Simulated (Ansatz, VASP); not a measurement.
**One calculation of LaSb, two programs**

```xyz
2
Lattice="0.0000 3.3086 3.3086 3.3086 0.0000 3.3086 3.3086 3.3086 0.0000" Properties=species:S:1:pos:R:3 pbc="T T T"
La    0.0000    0.0000    0.0000
Sb    3.3086    3.3086    3.3086
```

Change from the starting cell: volume scaled by 1.06, crystal datasets.

Alike in both runs: task electric field gradients; functional PBEsol; k mesh 10 × 10 × 10; occupations fermi-dirac, width 0.05 eV; no spin polarisation.

```csv
,VASP,Ansatz
version,VASP 6.6.1,Ansatz 0.2.0
potentials or method,"VASP PAW PBE potentials, release 64 (La, Sb), cutoff 520 eV","all-electron PAW with datasets made for the crystal, scalar-relativistic"
```

|  | VASP | Ansatz | Ansatz less VASP |
| --- | --- | --- | --- |
| pressure (GPa) | -3.7 | -3.7 | +0.03 |

VASP's potentials were made for PBE, not for PBEsol. Ansatz ran all-electron here, and VASP with PAW potentials.

Neither program's run includes spin-orbit coupling.
